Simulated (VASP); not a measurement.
# O (P6_3/mmc) in VASP: further runs

Runs on O. Level: LDA. Tasks: single point.

Program: VASP 6.6.1. These are calculated values, not measurements. Logs are shortened: lines on timing, memory, paths and dates and some standing lists are left out, and cuts for length are marked.

### Step 1. The cell of the first run

It takes space group P6_3/mmc (No. 194, hexagonal). The conventional cell has a = 2.036 Å, b = 2.036 Å, c = 2.396 Å, α = 90.00°, β = 90.00°, γ = 120.00°. O (site symmetry -6m2) has 12 O at 1.68 to 2.04 Å within 2.2 Å.

### Step 2. Single point, LDA (4.30 Å³/atom)

Contents of INCAR:

```
SYSTEM = O
PREC = Accurate
ENCUT = 600
EDIFF = 1E-6
ISMEAR = -1
SIGMA = 0.1
LREAL = .FALSE.
LASPH = .TRUE.
NELM = 120
ALGO = Normal
ISIF = 2
LWAVE = .FALSE.
LCHARG = .TRUE.
GGA = CA
LELF = .TRUE.
LVHAR = .TRUE.
NBANDS = 13
GGA_COMPAT = .FALSE.
```

Contents of KPOINTS:

```
regular mesh
0
G
  19 19 11
  0 0 0
```

Contents of POSCAR:

```
O
1.0
    2.0356106656      0.0000000000      0.0000000000
   -1.0178053328      1.7628905486      0.0000000000
    0.0000000000      0.0000000000      2.3957159552
O
2
Direct
    0.3333333333      0.6666666667      0.2500000000
    0.6666666667      0.3333333333      0.7500000000
```

Potentials or basis: VASP PAW LDA potentials, release 64 (O).

Run with:

```sh
$ cat potpaw_LDA.64/O/POTCAR > POTCAR
$ mpirun -np 1 vasp_std > vasp.out
```

OUTCAR:

```text
SYSTEM = O
   PREC = Accurate
   ENCUT = 600
   EDIFF = 1E-6
   ISMEAR = -1
   LREAL = .FALSE.
   LASPH = .TRUE.
   NELM = 120
   ISIF = 2
   GGA = CA

 ion  position               nearest neighbor table
   1  0.333  0.667  0.250-   2 1.68   2 1.68   2 1.68   2 1.68   2 1.68   2 1.68
   2  0.667  0.333  0.750-   1 1.68   1 1.68   1 1.68   1 1.68   1 1.68   1 1.68

  LATTYP: Found a hexagonal cell.
 ALAT       =     2.0356106656
 C/A-ratio  =     1.1769028310

  Lattice vectors:

 A1 = (   2.0356106656,   0.0000000000,   0.0000000000)
 A2 = (  -1.0178053328,   1.7628905486,   0.0000000000)
 A3 = (   0.0000000000,   0.0000000000,   2.3957159552)

Analysis of symmetry for initial positions (statically):
=====================================================================
 Subroutine PRICEL returns:
 Original cell was already a primitive cell.

 Routine SETGRP: Setting up the symmetry group for a
 hexagonal supercell.

 Subroutine GETGRP returns: Found 24 space group operations
 (whereof 12 operations were pure point group operations)
 out of a pool of 24 trial point group operations.

The static configuration has the point symmetry D_3d.
 The point group associated with its full space group is D_6h.

Analysis of symmetry for dynamics (positions and initial velocities):
=====================================================================
 Subroutine PRICEL returns:
 Original cell was already a primitive cell.

 Routine SETGRP: Setting up the symmetry group for a
 hexagonal supercell.

 Subroutine GETGRP returns: Found 24 space group operations
 (whereof 12 operations were pure point group operations)
 out of a pool of 24 trial point group operations.

The dynamic configuration has the point symmetry D_3d.
 The point group associated with its full space group is D_6h.

 Subroutine INISYM returns: Found 24 space group operations
 (whereof 12 operations are pure point group operations),
 and found     1 'primitive' translations

----------------------------------------------------------------------------------------

                                     Primitive cell

  volume of cell :       8.5972

  direct lattice vectors                    reciprocal lattice vectors
     2.035610666  0.000000000  0.000000000     0.491253076  0.283625095  0.000000000
    -1.017805333  1.762890549  0.000000000     0.000000000  0.567250191  0.000000000
     0.000000000  0.000000000  2.395715955     0.000000000  0.000000000  0.417411754

  length of vectors
     2.035610666  2.035610666  2.395715955     0.567250191  0.567250191  0.417411754

  position of ions in fractional coordinates (direct lattice)
     0.333333333  0.666666667  0.250000000
     0.666666667  0.333333333  0.750000000

  ion indices of the primitive-cell ions
   primitive index   ion index
                 1           1
                 2           2

----------------------------------------------------------------------------------------

 KPOINTS: regular mesh

Automatic generation of k-mesh.
 Grid dimensions read from file:
 generate k-points for:   19   19   11

 Generating k-lattice:

  Cartesian coordinates                     Fractional coordinates (reciprocal lattice)
     0.025855425  0.014927637  0.000000000     0.052631579  0.000000000  0.000000000
     0.000000000  0.029855273  0.000000000     0.000000000  0.052631579  0.000000000
     0.000000000  0.000000000  0.037946523     0.000000000  0.000000000  0.090909091

  Length of vectors
     0.029855273  0.029855273  0.037946523

  Shift w.r.t. Gamma in fractional coordinates (k-lattice)
     0.000000000  0.000000000  0.000000000

 Subroutine IBZKPT returns following result:
 ===========================================

 Found    240 irreducible k-points:

 Following reciprocal coordinates:
            Coordinates               Weight
  0.000000  0.000000  0.000000      1.000000
  0.052632 -0.000000  0.000000      6.000000
  0.105263 -0.000000  0.000000      6.000000
  0.157895 -0.000000  0.000000      6.000000
  0.210526 -0.000000  0.000000      6.000000
  0.263158 -0.000000  0.000000      6.000000
[... 16 lines left out ...]
  0.263158  0.105263  0.000000     12.000000
  0.315789  0.105263  0.000000     12.000000
 [... further k-points ...]
   k-points           NKPTS =    240   k-points in BZ     NKDIM =    240   number of bands    NBANDS=     13
   number of dos      NEDOS =    301   number of ions     NIONS =      2
   total plane-waves  NPLWV =   5120
   dimension x,y,z NGX =    16 NGY =   16 NGZ =   20
   dimension x,y,z NGXF=    32 NGYF=   32 NGZF=   40
   ions per type =               2
   NGX,Y,Z   is equivalent  to a cutoff of  13.07, 13.07, 13.88 a.u.
   NGXF,Y,Z  is equivalent  to a cutoff of  26.13, 26.13, 27.76 a.u.
 SYSTEM =  O
   PREC   = accura    normal or accurate (medium, high low for compatibility)
   ISTART =      0    job   : 0-new  1-cont  2-samecut
   ICHARG =      2    charge: 1-file 2-atom 10-const
   ISPIN  =      1    spin polarized calculation?
   LNONCOLLINEAR =      F non collinear calculations
   LSORBIT =      F    spin-orbit coupling
   LASPH  =      T    aspherical Exc in radial PAW
   ENCUT  =  600.0 eV  44.10 Ry    6.64 a.u.   4.07  4.07  4.78*2*pi/ulx,y,z
   NELM   =    120;   NELMIN=  2; NELMDL= -5     # of ELM steps
   EDIFF  = 0.1E-05   stopping-criterion for ELM
   LREAL  =      F    real-space projection
   EDIFFG = 0.1E-04   stopping-criterion for IOM
   NSW    =      0    number of steps for IOM
   IBRION =     -1    ionic relax: 0-MD 1-quasi-New 2-CG
   NFREE  =      0    steps in history (QN), initial steepest desc. (CG)
   ISIF   =      2    stress and relaxation
   ISYM   =      2    0-nonsym 1-usesym 2-fastsym
   POTIM  = 0.5000    time-step for ionic-motion
   TEBEG  =    0.0;   TEEND  =   0.0 temperature during run
   PSTRESS=    0.0 pullay stress
   NELECT =      12.0000    total number of electrons
   NUPDOWN=      -1.0000    fix difference up-down
   EMIN   =  10.00;   EMAX   =-10.00  energy-range for DOS
   EFERMI =   0.00;   METHOD = LEGACY
   ISMEAR =    -1;   SIGMA  =   0.10  broadening in eV -4-tet -1-fermi 0-gaus
   EFERMI_NEDOS =   21; number of points for ismear=-14 and -15
   IALGO  =     38    algorithm
   IMIX   =      4    mixing-type and parameters
     AMIX     =   0.40;   BMIX     =  1.00
     AMIX_MAG =   1.60;   BMIX_MAG =  1.00
  volume/ion in A,a.u.               =       4.30        29.01
  Fermi-wavevector in a.u.,A,eV,Ry     =   1.829575  3.457395 45.543368  3.347343
  Thomas-Fermi vector in A             =   2.884224
   LORBIT       =      0    0 simple, 1 ext, 2 COOP (PROOUT), +10 PAW based schemes
   GGA     = CA    functional components
   LHFCALC =     F    Hartree Fock is set to
   AEXX    =    0.0000 exact exchange contribution
   IVDW    =     0    specifies the selected vdW correction
   LEPSILON=     F    determine dielectric tensor
   LRPA    =     F    only Hartree local field effects (RPA)
 non-spin polarized calculation
  energy-cutoff  :      600.00
  volume of cell :        8.60
 maximum number of plane-waves:       295
   NGX =  9   NGY =  9   NGZ =  9

 number of electron      11.9999999 magnetization

 Free energy of the ion-electron system (eV)
  ---------------------------------------------------
  ext. energy  EPLUGINS =         0.00000000
  ---------------------------------------------------
  free energy    TOTEN  =        -3.48011520 eV

  energy without entropy =       -3.45632675  energy(sigma->0) =       -3.46822098

 E-fermi :  12.8620     XC(G=0): -16.2429

 val. band max:       12.8552338357   @ k =   0.3684   0.1579   0.0909
 cond. band min:      12.8730956256   @ k =   0.4737   0.0526   0.0909
 fundamental gap:      0.0178617899
 Fermi energy:        12.8619573718

 k-point     1 :       0.0000    0.0000    0.0000
  band No.  band energies     occupation
      1     -18.7775      2.00000
      2       0.3448      2.00000
      3       0.3569      2.00000
      4       9.7869      2.00000
      5       9.7869      2.00000
      6      14.6821      0.00000
      7      14.6821      0.00000
      8      18.3023      0.00000
      9      31.6471      0.00000
     10      38.2974      0.00000
     11      46.0293      0.00000
     12      46.0293      0.00000
     13      53.7625      0.00000

 k-point     2 :       0.0526   -0.0000    0.0000
  band No.  band energies     occupation
      1     -18.6724      2.00000
      2       0.3479      2.00000
      3       0.4500      2.00000
      4       9.4377      2.00000
      5       9.6194      2.00000
      6      14.5972      0.00000
      7      14.7763      0.00000
      8      18.1681      0.00000
      9      31.9153      0.00000
     10      38.0128      0.00000
     11      46.1767      0.00000
     12      46.2627      0.00000
     13      53.1075      0.00000

 k-point     3 :       0.1053   -0.0000    0.0000
  band No.  band energies     occupation
      1     -18.3579      2.00000
      2       0.3303      2.00000
      3       0.7275      2.00000
      4       8.5117      2.00000
      5       9.1776      2.00000
      6      14.3313      0.00000
      7      15.0052      0.00000
      8      17.7721      0.00000
      9      32.6138      0.00000
     10      37.2968      0.00000
     11      46.6057      0.00000
     12      46.9659      0.00000
     13      51.2433      0.00000

 k-point     4 :       0.1579   -0.0000    0.0000
  band No.  band energies     occupation
      1     -17.8366      2.00000
      2       0.1958      2.00000
      3       1.1835      2.00000
      4       7.3040      2.00000
      5       8.5831      2.00000
      6      13.8861      0.00007
      7      15.2680      0.00000
      8      17.1340      0.00000
      9      33.2922      0.00000
     10      36.6761      0.00000
     11      47.2195      0.00000
     12      48.1428      0.00000
     13      48.8554      0.00000

 k-point     5 :       0.2105   -0.0000    0.0000
  band No.  band energies     occupation
      1     -17.1135      2.00000
      2      -0.2471      2.00000
      3       1.8079      2.00000
      4       6.1959      2.00000
      5       7.9424      2.00000
      6      13.3005      0.02462
      7      15.4931      0.00000
      8      16.2846      0.00000
      9      33.0087      0.00000
     10      37.1717      0.00000
     11      46.5054      0.00000
     12      47.8081      0.00000
     13      49.7873      0.00000
[... 257 lines left out ...]
 k-point    22 :       0.2105    0.1053    0.0000
  band No.  band energies     occupation
      1     -15.8934      2.00000
      2      -1.3502      2.00000
      3       2.8397      2.00000
      4       5.3282      2.00000
      5       6.5640      2.00000
      6      13.1481      0.10817
      7      14.9646      0.00000
      8      15.2489      0.00000
      9      33.1668      0.00000
     10      37.3738      0.00000
     11      43.0809      0.00000
     12      48.2082      0.00000
     13      52.3418      0.00000

 k-point    23 :       0.2632    0.1053    0.0000
  band No.  band energies     occupation
      1     -14.8033      2.00000
      2      -2.7181      2.00000
      3       3.7281      2.00000
      4       4.5582      2.00000
      5       6.6220      2.00000
      6      12.4694      1.96129
      7      13.8703      0.00008
      8      15.2986      0.00000
      9      32.0642      0.00000
     10      39.1577      0.00000
     11      41.3552      0.00000
     12      48.1656      0.00000
     13      52.6823      0.00000

 k-point    24 :       0.3158    0.1053    0.0000
  band No.  band energies     occupation
      1     -13.5643      2.00000
      2      -4.3467      2.00000
      3       4.0065      2.00000
      4       4.6870      2.00000
      5       6.9500      2.00000
      6      11.7340      1.99997
      7      12.7349      1.56168
      8      15.3164      0.00000
      9      31.1369      0.00000
     10      40.0248      0.00000
     11      41.0254      0.00000
     12      47.8136      0.00000
     13      52.3492      0.00000

 [... further k-points ...]

------------------------ aborting loop because EDIFF is reached ----------------------------------------

  FORCE on cell =-STRESS in cart. coord.  units (eV):
  Direction    XX          YY          ZZ          XY          YZ          ZX
  --------------------------------------------------------------------------------------
  -------------------------------------------------------------------------------------
  Total       17.1353729     17.1353729     17.1875535      0.0000000      0.0000000      0.0000000
  in kB     3193.3663873   3193.3663872   3203.0908289      0.0000000      0.0000000      0.0000000
  external PRESSURE =    3196.6078678 kB  Pullay stress =       0.0000000 kB

 VOLUME and BASIS-vectors are now :
 -----------------------------------------------------------------------------
  energy-cutoff  :      600.00
  volume of cell :        8.60
      direct lattice vectors                 reciprocal lattice vectors
     2.035610666  0.000000000  0.000000000     0.491253076  0.283625095  0.000000000
    -1.017805333  1.762890549  0.000000000     0.000000000  0.567250191  0.000000000
     0.000000000  0.000000000  2.395715955     0.000000000  0.000000000  0.417411754

 POSITION                                       TOTAL-FORCE (eV/Angst)
 -----------------------------------------------------------------------------------
     -0.00000      1.17526      0.59893        -0.000000      0.000000      0.000000
      1.01781      0.58763      1.79679         0.000000     -0.000000      0.000000
 -----------------------------------------------------------------------------------
    total drift:                               -0.000000      0.000000     -0.000000

  FREE ENERGIE OF THE ION-ELECTRON SYSTEM (eV)
  ---------------------------------------------------
  free  energy   TOTEN  =        -3.4801151973 eV

  energy  without entropy=       -3.4563267533  energy(sigma->0) =       -3.46822098
```

It took 13 s on 1 thread of Intel Xeon Platinum 8375C at 2.90GHz (Ice Lake), shared host; peak memory 0.13 GiB.

Results:

```yaml
Free_energy: -3.4801 eV
Pressure: 319.7 GPa
Band_gap_on_the_k_mesh: zero (bands 6 and 7 overlap by 4.06 eV)
```

Caveat: the cell stands under pressure.

[end of part 1 of 2]
